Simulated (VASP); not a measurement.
Set up this calculation in VASP 6.6.1, as the native input.

- Task: single point
- Functional: PBE
- Potentials or basis: VASP PAW PBE potentials, release 64 (Be, S)
- Cutoff: 520 eV
- k mesh: 8 × 8 × 8
- Occupations: gaussian, width 0.01 eV
- Spin: no spin polarisation
- Dipole correction: no
- Further INCAR settings: ALGO = Normal; EDIFF = 1e-06; NBANDS = 11

The structure of BeS lies in POSCAR:

```
BeS
1.0
    0.0000000000      2.3172972025      2.3172972025
    2.3172972025      0.0000000000      2.3172972025
    2.3172972025      2.3172972025      0.0000000000
Be S
1 1
Direct
    0.0000000000      0.0000000000      0.0000000000
    0.5000000000      0.5000000000      0.5000000000
```

These files were run (other wordings do the same):

INCAR

```
PREC = Accurate
ENCUT = 520
EDIFF = 1E-6
ISMEAR = 0
SIGMA = 0.01
LREAL = F
LASPH = T
NELM = 80
ALGO = Normal
ISIF = 2
LWAVE = F
LCHARG = F
GGA = PE
NBANDS = 11
```

KPOINTS

```
regular mesh
0
Gamma
  8 8 8
```

Potentials or basis: VASP PAW PBE potentials, release 64 (Be, S).

The run is started by

```bash
$ cat potpaw_PBE.64/Be/POTCAR potpaw_PBE.64/S/POTCAR > POTCAR
$ mpirun -np 1 vasp_std > vasp.out
```

It gave:

```yaml
Pressure: -0.4 GPa
Band_gap_on_the_k_mesh: 1.00 eV, indirect (least direct gap 4.15 eV)
```

It took 6.8 s on 1 thread of AMD EPYC 7R43 64-Core Processor (Zen 3), with other jobs on the host, peak memory 0.1 GiB.
